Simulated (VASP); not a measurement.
# ZnSe (P4/nmm) in VASP: a series of runs, part 2 of 2

VASP 6.6.1. Earlier steps stand in the parts before.

### Step 4. Single point, LDA (atoms displaced along a vibrational mode, the cell strained)

Contents of INCAR:

```
SYSTEM = ZnSe
  PREC = Accurate
  ENCUT = 520
  EDIFF = 1E-6
  ISMEAR = 0
  SIGMA = 0.05
  LREAL = .FALSE.
  LASPH = .TRUE.
  NELM = 80
  ALGO = Normal
  ISIF = 2
  LWAVE = .FALSE.
  LCHARG = .TRUE.
  LELF = .TRUE.
  LVHAR = .TRUE.
  NBANDS = 26
```

Contents of KPOINTS:

```
regular mesh
0
G
  8 8 6
  0 0 0
```

Contents of POSCAR:

```
ZnSe
1.0
    3.9494246338      0.0000000000      0.0000000000
    0.0000000000      3.9494246338      0.0000000000
    0.0000000000      0.0000000000      5.2125156862
Zn Se
2 2
Direct
    0.0000000000      0.0000000000      0.0000000000
    0.5000000000      0.5000000000      0.0000000000
    0.0000000000      0.5000000000      0.2797006005
    0.5000000000      0.0000000000      0.7202993995
```

Potentials or basis: VASP PAW LDA potentials, release 64 (Zn, Se).

Command:

```
$ cat potpaw_LDA.64/Zn/POTCAR potpaw_LDA.64/Se/POTCAR > POTCAR
$ mpirun -np 1 vasp_std > vasp.out
```

OUTCAR:

```text
SYSTEM = ZnSe
   PREC = Accurate
   ENCUT = 520
   EDIFF = 1E-6
   ISMEAR = 0
   LREAL = .FALSE.
   LASPH = .TRUE.
   NELM = 80
   ISIF = 2

 ion  position               nearest neighbor table
   1  0.000  0.000  0.000-   3 2.45   4 2.45   3 2.45   4 2.45   2 2.79   2 2.79   2 2.79   2 2.79

   2  0.500  0.500  0.000-   3 2.45   4 2.45   4 2.45   3 2.45   1 2.79   1 2.79   1 2.79   1 2.79

   3  0.000  0.500  0.280-   1 2.45   2 2.45   1 2.45   2 2.45
   4  0.500  0.000  0.720-   1 2.45   2 2.45   2 2.45   1 2.45

  LATTYP: Found a simple tetragonal cell.
 ALAT       =     3.9494246338
 C/A-ratio  =     1.3198164719

  Lattice vectors:

 A1 = (   3.9494246338,   0.0000000000,   0.0000000000)
 A2 = (   0.0000000000,   3.9494246338,   0.0000000000)
 A3 = (   0.0000000000,   0.0000000000,   5.2125156862)

Analysis of symmetry for initial positions (statically):
=====================================================================
 Subroutine PRICEL returns:
 Original cell was already a primitive cell.

 Routine SETGRP: Setting up the symmetry group for a
 simple tetragonal supercell.
[... 173 lines left out ...]

 E-fermi :   2.8332     XC(G=0): -10.2561

 val. band max:        2.6072352013   @ k =   0.0000   0.0000   0.0000
 cond. band min:       4.1986295730   @ k =   0.0000   0.0000   0.0000
 fundamental gap:      1.5913943717
 Fermi energy:         2.8331752880

 k-point     1 :       0.0000    0.0000    0.0000
  band No.  band energies     occupation
      1     -11.4545      2.00000
      2      -9.9352      2.00000
      3      -4.9999      2.00000
      4      -4.9263      2.00000
      5      -4.8075      2.00000
      6      -4.8075      2.00000
[... 685 lines left out ...]
     25      11.5953      0.00000
     26      11.5953      0.00000

 [... further k-points ...]

------------------------ aborting loop because EDIFF is reached ----------------------------------------

  FORCE on cell =-STRESS in cart. coord.  units (eV):
  Direction    XX          YY          ZZ          XY          YZ          ZX
  --------------------------------------------------------------------------------------
  -------------------------------------------------------------------------------------
  Total        1.2482327      1.2482327      1.1637016      0.0000000      0.0000000     -0.0000000
  in kB       24.5975083     24.5975083     22.9317482      0.0000000      0.0000000     -0.0000000
  external PRESSURE =      24.0422549 kB  Pullay stress =       0.0000000 kB

 VOLUME and BASIS-vectors are now :
 -----------------------------------------------------------------------------
  energy-cutoff  :      520.00
  volume of cell :       81.30
      direct lattice vectors                 reciprocal lattice vectors
     3.949424634  0.000000000  0.000000000     0.253201439  0.000000000  0.000000000
     0.000000000  3.949424634  0.000000000     0.000000000  0.253201439  0.000000000
     0.000000000  0.000000000  5.212515686     0.000000000  0.000000000  0.191845945

 POSITION                                       TOTAL-FORCE (eV/Angst)
 -----------------------------------------------------------------------------------
      0.00000      0.00000      0.00000        -0.000000     -0.000000      0.000000
      1.97471      1.97471      0.00000        -0.000000      0.000000      0.000000
      0.00000      1.97471      1.45794         0.000000      0.000000      0.341824
      1.97471      0.00000      3.75457         0.000000     -0.000000     -0.341824
 -----------------------------------------------------------------------------------
    total drift:                                0.000000      0.000000     -0.000000

  FREE ENERGIE OF THE ION-ELECTRON SYSTEM (eV)
  ---------------------------------------------------
  free  energy   TOTEN  =       -14.0119154955 eV

  energy  without entropy=      -14.0119154955  energy(sigma->0) =      -14.01191550
```

Wall time 38 s (1 thread of AMD EPYC 9R45 (Zen 5), shared host); peak memory 0.2 GiB.

What came out:

| Item | Value |
| --- | --- |
| Free energy | -14.0119 eV |
| Pressure | 2.4 GPa |
| Largest force | 0.342 eV/Å |
| Band gap on the k mesh | 1.59 eV |

Forces on the atoms (eV/Å):
```
Zn   0.000  0.000  0.000
Zn   0.000  0.000  0.000
Se   0.000  0.000  0.342
Se   0.000  0.000 -0.342
```

Levels at points of the mesh, in eV from the valence-band top:
| k point | band 15 | band 16 | band 17 | band 18 | band 19 | band 20 | band 21 | band 22 |
| --- | --- | --- | --- | --- | --- | --- | --- | --- |
| (0.00, 0.00, 0.00) | -2.97 | -0.23 | 0.00 | 0.00 | 1.59 | 1.64 | 2.46 | 5.36 |
| (0.50, 0.00, 0.00) | -2.51 | -2.51 | -1.22 | -1.22 | 3.60 | 3.60 | 5.41 | 5.41 |
| (0.50, 0.50, 0.00) | -2.70 | -2.70 | -2.33 | -2.33 | 2.48 | 2.48 | 2.90 | 2.90 |
| (0.00, 0.00, 0.50) | -2.45 | -1.84 | -0.93 | -0.93 | 1.98 | 3.33 | 4.31 | 4.52 |
| (0.50, 0.00, 0.50) | -1.11 | -1.11 | -0.76 | -0.76 | 2.22 | 2.22 | 5.54 | 5.54 |
| (0.50, 0.50, 0.50) | -3.65 | -3.65 | -3.39 | -3.39 | 5.07 | 5.07 | 5.54 | 5.54 |

Caveat: the cell differs from its parent crystal (atoms displaced along a vibrational mode, the cell strained). A k mesh can miss the band edges.

### Step 5. The runs side by side

```tsv
cell	gap on the mesh (eV)	pressure (GPa)	largest force (eV/Å)
a = 3.883, b = 3.883, c = 5.125 Å, 4 atoms	1.61	7.2	0.96
a = 3.916, b = 3.916, c = 5.168 Å, 4 atoms	1.60	4.7	0.64
a = 3.949, b = 3.949, c = 5.213 Å, 4 atoms	1.59	2.4	0.34
```

Alike in all rows: task single point; level LDA; potentials or basis VASP PAW LDA potentials, release 64 (Zn, Se); no spin polarisation; k mesh 8 × 8 × 6; cutoff (eV) 520; smearing gaussian 0.05 eV.

Caveats: the cell stands under pressure (at least some runs).

Total energies depend on the potentials used, so only differences within one code and one set of settings carry meaning.
